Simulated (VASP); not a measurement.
# CaO (Immm) in VASP: notebook

The runs below take CaO through single point, with PBEsol.

All numbers are computed with VASP 6.6.1; they aren't measurements. Logs are shortened: lines on timing, memory, paths and dates and some standing lists are left out, and cuts for length are marked.

### Step 1. The cell of the first run

It takes space group Immm (No. 71, orthorhombic). The conventional cell has a = 3.382 Å, b = 3.416 Å, c = 4.807 Å, α = 90.00°, β = 90.00°, γ = 90.00°. Ca (site symmetry mmm) has 6 O at 2.40 Å within 3.2 Å. O (site symmetry mmm) has 6 Ca at 2.40 Å within 3.2 Å.

### Step 2. Single point, PBEsol

INCAR

```
  PREC = Accurate
  ENCUT = 600
  EDIFF = 1E-6
  ISMEAR = -1
  SIGMA = 0.05
  LREAL = False
  LASPH = True
  NELM = 120
  ALGO = Normal
  ISIF = 2
  LWAVE = False
  LCHARG = False
  GGA = PS
  NBANDS = 15
  GGA_COMPAT = False
```

KPOINTS

```
Automatic mesh
0
Gamma
  8 8 8
```

POSCAR

```
CaO
1.0
   -0.0120177785      2.4035556960      2.4035556960
    2.4035556960     -0.0120177785      2.4035556960
    2.3915379175      2.3915379175      0.0000000000
Ca O
1 1
Direct
    0.0000000000      0.0000000000      0.0000000000
    0.5000000000      0.5000000000      0.5000000000
```

Potentials or basis: VASP PAW PBE potentials, release 64 (Ca_sv, O).

On the command line:

```console
cat potpaw_PBE.64/Ca_sv/POTCAR potpaw_PBE.64/O/POTCAR > POTCAR
mpirun -np 1 vasp_std > vasp.out
```

OUTCAR:

```text
PREC = Accurate
   ENCUT = 600
   EDIFF = 1E-6
   ISMEAR = -1
   LREAL = False
   LASPH = True
   NELM = 120
   ISIF = 2
   GGA = PS

 ion  position               nearest neighbor table
   1  0.000  0.000  0.000-   2 2.40   2 2.40   2 2.40   2 2.40   2 2.40   2 2.40
   2  0.500  0.500  0.500-   1 2.40   1 2.40   1 2.40   1 2.40   1 2.40   1 2.40

  LATTYP: Found a body centered orthorhombic cell.
 ALAT       =     3.3821453579
 B/A-ratio  =     1.0100502513
 C/A-ratio  =     1.4213201632

  Lattice vectors:

 A1 = (   0.0120177785,  -2.4035556960,  -2.4035556960)
 A2 = (  -0.0120177785,   2.4035556960,  -2.4035556960)
 A3 = (   2.4035556960,  -0.0120177785,   2.4035556960)

Analysis of symmetry for initial positions (statically):
=====================================================================
 Subroutine PRICEL returns:
 Original cell was already a primitive cell.

 Routine SETGRP: Setting up the symmetry group for a
 body centered orthorhombic supercell.

 Subroutine GETGRP returns: Found  8 space group operations
 (whereof  8 operations were pure point group operations)
 out of a pool of  8 trial point group operations.

The static configuration has the point symmetry D_2h.

Analysis of symmetry for dynamics (positions and initial velocities):
=====================================================================
 Subroutine PRICEL returns:
 Original cell was already a primitive cell.

 Routine SETGRP: Setting up the symmetry group for a
 body centered orthorhombic supercell.

 Subroutine GETGRP returns: Found  8 space group operations
 (whereof  8 operations were pure point group operations)
 out of a pool of  8 trial point group operations.

The dynamic configuration has the point symmetry D_2h.

 Subroutine INISYM returns: Found  8 space group operations
 (whereof  8 operations are pure point group operations),
 and found     1 'primitive' translations

----------------------------------------------------------------------------------------

                                     Primitive cell

  volume of cell :      27.7704

  direct lattice vectors                    reciprocal lattice vectors
    -0.012017778  2.403555696  2.403555696    -0.206990185  0.206990185  0.208025136
     2.403555696 -0.012017778  2.403555696     0.206990185 -0.206990185  0.208025136
     2.391537917  2.391537917  0.000000000     0.209070488  0.209070488 -0.208025136

  length of vectors
[... 90 lines left out ...]
   POTIM  = 0.5000    time-step for ionic-motion
   TEBEG  =    0.0;   TEEND  =   0.0 temperature during run
   PSTRESS=    0.0 pullay stress
   NELECT =      16.0000    total number of electrons
   NUPDOWN=      -1.0000    fix difference up-down
   EMIN   =  10.00;   EMAX   =-10.00  energy-range for DOS
   EFERMI =   0.00;   METHOD = LEGACY
   ISMEAR =    -1;   SIGMA  =   0.05  broadening in eV -4-tet -1-fermi 0-gaus
   EFERMI_NEDOS =   21; number of points for ismear=-14 and -15
   IALGO  =     38    algorithm
   IMIX   =      4    mixing-type and parameters
     AMIX     =   0.40;   BMIX     =  1.00
     AMIX_MAG =   1.60;   BMIX_MAG =  1.00
  volume/ion in A,a.u.               =      13.89        93.70
  Fermi-wavevector in a.u.,A,eV,Ry     =   1.362242  2.574264 25.248375  1.855703
  Thomas-Fermi vector in A             =   2.488749
   LORBIT       =      0    0 simple, 1 ext, 2 COOP (PROOUT), +10 PAW based schemes
   GGA     = PS    functional components
   LHFCALC =     F    Hartree Fock is set to
   AEXX    =    0.0000 exact exchange contribution
   IVDW    =     0    specifies the selected vdW correction
   LEPSILON=     F    determine dielectric tensor
   LRPA    =     F    only Hartree local field effects (RPA)
 non-spin polarized calculation
  energy-cutoff  :      600.00
  volume of cell :       27.77
 maximum number of plane-waves:       941
   NGX = 13   NGY = 13   NGZ = 13

 number of electron      15.9999997 magnetization

 Free energy of the ion-electron system (eV)
  ---------------------------------------------------
  ext. energy  EPLUGINS =         0.00000000
  ---------------------------------------------------
  free energy    TOTEN  =       -13.40988905 eV

  energy without entropy =      -13.40988905  energy(sigma->0) =      -13.40988905

 E-fermi :   3.1577     XC(G=0): -10.7338

 val. band max:        2.2085486044   @ k =   0.0000   0.0000   0.0000
 cond. band min:       5.7260793516   @ k =   0.5000   0.5000   0.0000
 fundamental gap:      3.5175307471
 Fermi energy:         3.1577430448

 k-point     1 :       0.0000    0.0000    0.0000
  band No.  band energies     occupation
      1     -35.1967      2.00000
      2     -16.0389      2.00000
      3     -16.0382      2.00000
      4     -16.0374      2.00000
      5     -13.2523      2.00000
      6       2.1749      2.00000
      7       2.1913      2.00000
      8       2.2085      2.00000
      9       6.7507      0.00000
     10       8.3325      0.00000
     11       8.3840      0.00000
     12       8.4356      0.00000
     13       9.9201      0.00000
     14       9.9203      0.00000
[... 401 lines left out ...]
      2     -16.5671      2.00000
      3     -16.1043      2.00000
      4     -16.0923      2.00000
      5     -12.6748      2.00000
      6       0.6906      2.00000
      7       1.7080      2.00000
      8       1.8126      2.00000
      9       7.6403      0.00000
     10       8.4947      0.00000
     11       9.5559      0.00000
     12       9.6512      0.00000
     13      10.5680      0.00000
     14      11.5917      0.00000
     15      18.4736      0.00000

 [... further k-points ...]

------------------------ aborting loop because EDIFF is reached ----------------------------------------

  FORCE on cell =-STRESS in cart. coord.  units (eV):
  Direction    XX          YY          ZZ          XY          YZ          ZX
  --------------------------------------------------------------------------------------
  -------------------------------------------------------------------------------------
  Total       -0.3915853     -0.3915853     -0.3933111      0.1322889     -0.0000000      0.0000000
  in kB      -22.5920313    -22.5920313    -22.6915966      7.6322433     -0.0000000      0.0000000
  external PRESSURE =     -22.6252197 kB  Pullay stress =       0.0000000 kB

 VOLUME and BASIS-vectors are now :
 -----------------------------------------------------------------------------
  energy-cutoff  :      600.00
  volume of cell :       27.77
      direct lattice vectors                 reciprocal lattice vectors
    -0.012017778  2.403555696  2.403555696    -0.206990185  0.206990185  0.208025136
     2.403555696 -0.012017778  2.403555696     0.206990185 -0.206990185  0.208025136
     2.391537917  2.391537917  0.000000000     0.209070488  0.209070488 -0.208025136

 POSITION                                       TOTAL-FORCE (eV/Angst)
 -----------------------------------------------------------------------------------
      0.00000      0.00000      0.00000         0.000000      0.000000     -0.000000
      2.39154      2.39154      2.40356        -0.000000      0.000000      0.000000
 -----------------------------------------------------------------------------------
    total drift:                                0.000000      0.000000      0.000000

  FREE ENERGIE OF THE ION-ELECTRON SYSTEM (eV)
  ---------------------------------------------------
  free  energy   TOTEN  =       -13.4098890540 eV

  energy  without entropy=      -13.4098890539  energy(sigma->0) =      -13.40988905
```

OSZICAR:

```text
N       E                     dE             d eps       ncg     rms          rms(c)
DAV:   1     0.133410855185E+03    0.13341E+03   -0.91330E+03  2850   0.122E+03
DAV:   2    -0.905413508321E+01   -0.14246E+03   -0.13242E+03  3473   0.306E+02
DAV:   3    -0.147672539699E+02   -0.57131E+01   -0.56756E+01  3432   0.630E+01
DAV:   4    -0.149245559515E+02   -0.15730E+00   -0.15717E+00  4007   0.902E+00
DAV:   5    -0.149264741438E+02   -0.19182E-02   -0.19181E-02  3365   0.926E-01    0.806E+00
DAV:   6    -0.135103993286E+02    0.14161E+01   -0.43256E+00  3216   0.208E+01    0.356E+00
DAV:   7    -0.134265471144E+02    0.83852E-01   -0.36878E-01  3179   0.635E+00    0.178E+00
DAV:   8    -0.134107446604E+02    0.15802E-01   -0.73001E-02  3683   0.294E+00    0.397E-01
DAV:   9    -0.134095350324E+02    0.12096E-02   -0.48734E-03  2997   0.582E-01    0.104E-01
DAV:  10    -0.134099223128E+02   -0.38728E-03   -0.52977E-04  3508   0.266E-01    0.531E-02
DAV:  11    -0.134098898747E+02    0.32438E-04   -0.43958E-05  3918   0.932E-02    0.718E-03
DAV:  12    -0.134098890540E+02    0.82070E-06   -0.77570E-06  3317   0.312E-02
   1 F= -.13409889E+02 E0= -.13409889E+02  d E =-.759820E-10
```

Run time: 65 s. Hardware: 1 thread of Intel Xeon 8259CL, shared host; peak memory 0.19 GiB.

What came out:

```
Free energy            : -13.4099 eV
Pressure               : -2.3 GPa
Band gap on the k mesh : 3.52 eV (least direct gap 3.89 eV)
```

Stress tensor (GPa, compression positive):
```
-2.26  0.76  0.00
 0.76 -2.26  0.00
 0.00  0.00 -2.27
```

Caveat: the PAW data sets were made with another functional, which shifts forces and pressure a little. A k mesh can miss the band edges.

### Step 3. Single point, PBEsol

INCAR

```
SYSTEM = CaO
  ALGO = Normal
  EDIFF = 1E-6
  ENCUT = 600
  GGA = PS
  GGA_COMPAT = .False.
  ISIF = 2
  ISMEAR = -1
  LASPH = .True.
  LCHARG = .True.
  LELF = .True.
  LREAL = .False.
  LVHAR = .True.
  LWAVE = .False.
  NBANDS = 15
  NELM = 120
  PREC = Accurate
  SIGMA = 0.05
```

KPOINTS

```
k-points
0
Gamma
  8 8 8
  0 0 0
```

POSCAR

```
CaO
1.0
    0.0120177785      2.4035556960      2.4035556960
    2.4035556960      0.0120177785      2.4035556960
    2.4155734745      2.4155734745      0.0000000000
Ca O
1 1
Direct
    0.0000000000      0.0000000000      0.0000000000
    0.5000000000      0.5000000000      0.5000000000
```

Potentials or basis: VASP PAW PBE potentials, release 64 (Ca_sv, O).

On the command line:

```console
cat potpaw_PBE.64/Ca_sv/POTCAR potpaw_PBE.64/O/POTCAR > POTCAR
mpirun -np 1 vasp_std > vasp.out
```

It took 79 s on 1 thread of Intel Xeon 8259CL, shared host; peak memory 0.19 GiB.

It converged, with:

```
Free energy            : -13.4099 eV
Pressure               : -2.3 GPa
Band gap on the k mesh : 3.52 eV (least direct gap 3.89 eV)
```

Stress tensor (GPa, compression positive):
```
-2.26 -0.76  0.00
-0.76 -2.26  0.00
 0.00  0.00 -2.27
```

Levels at points of the mesh, in eV from the valence-band top:
```
           k point  band 4  band 5  band 6  band 7  band 8  band 9  band 10  band 11  band 12  band 13
(0.00, 0.00, 0.00)  -18.25  -15.46   -0.03   -0.02    0.00    4.54     6.12     6.18     6.23     7.71
(0.50, 0.00, 0.00)  -18.30  -14.22   -2.71   -1.27   -1.23    7.01     8.31     8.34     8.41    10.46
(0.50, 0.50, 0.00)  -18.48  -15.21   -1.34   -0.42   -0.37    3.52     8.02     8.91     9.57     9.58
(0.00, 0.00, 0.50)  -18.30  -14.22   -2.71   -1.24   -1.20    6.98     8.31     8.31     8.37    10.45
(0.50, 0.00, 0.50)  -18.48  -15.21   -1.34   -0.40   -0.40    3.52     8.02     8.91     9.58     9.58
```

Caveat: the PAW data sets were made with another functional, which shifts forces and pressure a little.
